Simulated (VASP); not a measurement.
A run of VASP 6.6.1:

Contents of INCAR:

```
ALGO     = Normal         # electronic algorithm
EDIFF    = 1E-6           # SCF threshold, eV
ENCUT    = 520            # plane-wave cutoff, eV
ISIF     = 2              # what is computed and relaxed
ISMEAR   = 0              # smearing method
LASPH    = T              # aspherical terms in the spheres
LCHARG   = F              # write CHGCAR
LREAL    = F              # projectors in reciprocal space
LWAVE    = F              # write WAVECAR
NBANDS   = 16             # bands
NELM     = 60             # most SCF steps
PREC     = Accurate       # precision mode
SIGMA    = 0.05           # smearing width, eV
```

KPOINTS

```
k-points
0
Gamma
  9 9 6
```

File POSCAR:

```
AlN
1.0
    3.0886152929      0.0000000000      0.0000000000
   -1.5443076465      2.6748193062      0.0000000000
    0.0000000000      0.0000000000      4.9435842906
Al N
2 2
Direct
    0.2894132882      0.6345149621      0.0015210182
    0.7105867118      0.3654850379      0.5015210182
    0.3725307410      0.6953611606      0.3834789818
    0.6274692590      0.3046388394      0.8834789818
```

Potentials or basis: VASP PAW LDA potentials, release 64 (Al, N).

Run with:

```console
$ cat potpaw_LDA.64/Al/POTCAR potpaw_LDA.64/N/POTCAR > POTCAR
$ mpirun -np 1 vasp_std > vasp.out
```

Hardware: 1 thread of Intel(R) Xeon(R) 6975P-C (Granite Rapids), with other jobs on the host.

Q: Estimate the wall time of this run.

A: It took 26 s on 1 thread of Intel(R) Xeon(R) 6975P-C (Granite Rapids), with other jobs on the host, peak memory 0.2 GiB. Counts: scf iterations 12, k points 164.
